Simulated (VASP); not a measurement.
Input of a VASP 6.6.1 run:

Contents of INCAR:

```
SYSTEM = AlN
PREC     = Accurate       ! precision mode
ENCUT    = 520            ! plane-wave cutoff, eV
EDIFF    = 1E-8           ! SCF threshold, eV
ISMEAR   = 0              ! smearing method
SIGMA    = 0.01           ! smearing width, eV
LREAL    = .FALSE.        ! projectors in reciprocal space
LASPH    = .TRUE.         ! aspherical terms in the spheres
NELM     = 80             ! most SCF steps
ALGO     = Normal         ! electronic algorithm
ISIF     = 2              ! what is computed and relaxed
LWAVE    = .FALSE.        ! write WAVECAR
LCHARG   = .FALSE.        ! write CHGCAR
GGA      = PS             ! functional
NBANDS   = 11             ! bands
IBRION   = 8              ! ionic algorithm
NSW      = 1              ! ionic steps
LEPSILON = .TRUE.         ! dielectric tensor by DFPT
```

KPOINTS

```
regular mesh
0
G
  10 10 10
  0 0 0
```

The input POSCAR:

```
AlN
1.0
    0.0000000000      2.0926605048      2.0926605048
    2.0926605048      0.0000000000      2.0926605048
    2.0926605048      2.0926605048      0.0000000000
Al N
1 1
Direct
    0.0000000000      0.0000000000      0.0000000000
    0.7500000000      0.7500000000      0.7500000000
```

Potentials or basis: VASP PAW PBE potentials, release 64 (Al, N).

Launch:

```sh
$ cat potpaw_PBE.64/Al/POTCAR potpaw_PBE.64/N/POTCAR > POTCAR
$ mpirun -np 1 vasp_std > vasp.out
```

Problem. Predict the electronic dielectric tensor (diagonal).

Solution. 4.44.

Problem. Predict the Born charges (mean of the diagonal).

Solution. Al +2.51; N -2.51 e.

Problem. Estimate the highest phonon frequency at Γ, LO-TO splitting left out.

Solution. 787 cm⁻¹.

Electronic dielectric tensor:
```
4.44 0.00 0.00
0.00 4.44 0.00
0.00 0.00 4.44
```

Caveat: the cell wasn't relaxed at this level first, which shifts response properties.
